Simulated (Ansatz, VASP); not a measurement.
**TiSi in VASP and in Ansatz**

The input INCAR:

```
SYSTEM = TiSi
ALGO = Normal ; EDIFF = 1E-6
ENCUT = 520 ; GGA = PS
ISIF = 2 ; ISMEAR = 0
LASPH = .TRUE. ; LCHARG = .FALSE.
LREAL = .FALSE. ; LWAVE = .FALSE.
NBANDS = 15 ; NELM = 80
PREC = Accurate ; SIGMA = 0.15
```

KPOINTS

```
k-points
0
G
  18 24 24
  0 0 0
```

File POSCAR:

```
TiSi
1.0
    3.5695046023      0.0000000000      0.0000000000
    0.0000000000      1.6965426491      2.3330095051
    0.0000000000     -1.6965426491      2.3330095051
Ti Si
1 1
Direct
    0.0000000000      0.0507344298      0.0507344298
    0.5000000000      0.5507655702      0.5507655702
```

Input for Ansatz:

```yaml
crystal:
  lattice:
    - [3.5695046023, 0.0, 0.0]
    - [0.0, 1.6965426491, 2.3330095051]
    - [0.0, -1.6965426491, 2.3330095051]
  atoms:
    - { symbol: Ti, position: [0.0, 0.0507344298, 0.0507344298] }
    - { symbol: Si, position: [0.5, 0.5507655702, 0.5507655702] }
basis:
  ecutwfc: 420
kpoints:
  mp_grid: { grid: [18, 24, 24] }
hamiltonian:
  xc: pbesol
scf:
  occupations: { method: gaussian, width: 0.15 }
output:
  forces: true
  stress: true
  eigenvalues: true
```

Alike in both runs: task single point; functional PBEsol; k mesh 18 × 24 × 24; occupations gaussian, width 0.15 eV; no spin polarisation.

```csv
,VASP,Ansatz
version,VASP 6.6.1,Ansatz 0.2.0
potentials or method,"VASP PAW PBE potentials, release 64 (Ti_sv, Si), cutoff 520 eV","scalar-relativistic, plane waves, PAW"
valence electrons in the cell,16,16
```

```csv
,VASP,Ansatz,Ansatz less VASP
gap on the k mesh at the Fermi level (eV),none,none,-
pressure (GPa),8.0,7.9,-0.03
"traceless stress, the component that is largest in VASP (GPa)",-14.29,-14.21,+0.085
```

VASP's potentials were made for PBE, not for PBEsol. A gap of «none» marks a metal or a gap that the smearing closes.
